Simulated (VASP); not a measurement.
Write the native input for VASP 6.6.1 that does the following.

```
Task                      : relaxation of the atoms
Functional                : PBEsol
Potentials or basis       : VASP PAW PBE potentials, release 64 (Mo_sv, N)
Cutoff                    : 520 eV
k mesh                    : 9 × 9 × 1
Occupations               : gaussian, width 0.1 eV
Spin                      : no spin polarisation
Dipole correction         : yes
Atoms held fixed (from 0) : [0, 1, 2, 3, 4]
Further INCAR settings    : ALGO = Fast; EDIFF = 1e-06; IBRION = 2; EDIFFG = -0.025; NSW = 36
```

The structure of Mo4N lies in POSCAR:

```
Mo4N
1.0
    3.1294301619      0.0000000000      0.0000000000
    0.0000000000      3.1294301619      0.0000000000
    0.0000000000      0.0000000000     20.0433475232
Mo N
4 1
Selective dynamics
Direct
    0.5000000000      0.5000000000      0.1995674622  F F F
    0.0000000000      0.0000000000      0.2776340167  F F F
    0.5000000000      0.5000000000      0.3579998484  F F F
    0.0000000000      0.0000000000      0.4262435461  F F F
    0.0000000000      0.1250000000      0.5120575548  F F T
```

These files were run (other wordings do the same):

INCAR

```
PREC     = Accurate       # precision mode
ENCUT    = 520            # plane-wave cutoff, eV
EDIFF    = 1E-6           # SCF threshold, eV
ISMEAR   = 0              # smearing method
SIGMA    = 0.1            # smearing width, eV
LREAL    = False          # projectors in reciprocal space
LASPH    = True           # aspherical terms in the spheres
NELM     = 100            # most SCF steps
ALGO     = Fast           # electronic algorithm
ISIF     = 2              # what is computed and relaxed
LWAVE    = False          # write WAVECAR
LCHARG   = False          # write CHGCAR
LDIPOL   = True         
IDIPOL   = 3            
DIPOL    = 0.5 0.5 0.355
GGA      = PS             # functional
IBRION   = 2              # ionic algorithm
NSW      = 36             # ionic steps
EDIFFG   = -0.025         # ionic threshold
```

KPOINTS

```
regular mesh
0
Gamma
  9 9 1
```

Potentials or basis: VASP PAW PBE potentials, release 64 (Mo_sv, N).

Launch:

```bash
$ cat potpaw_PBE.64/Mo_sv/POTCAR potpaw_PBE.64/N/POTCAR > POTCAR
$ mpirun -np 1 vasp_std > vasp.out
```

Results of the run:

- Energy gained by relaxing: 14.0 meV/atom
- Ionic steps: 3
- Band gap on the k mesh: zero (an odd number of electrons rules out a gap without spin polarisation)

It took 14 min on 1 thread of Oxide Virtual Turin-like Processor, on a shared host, peak memory 0.33 GiB.
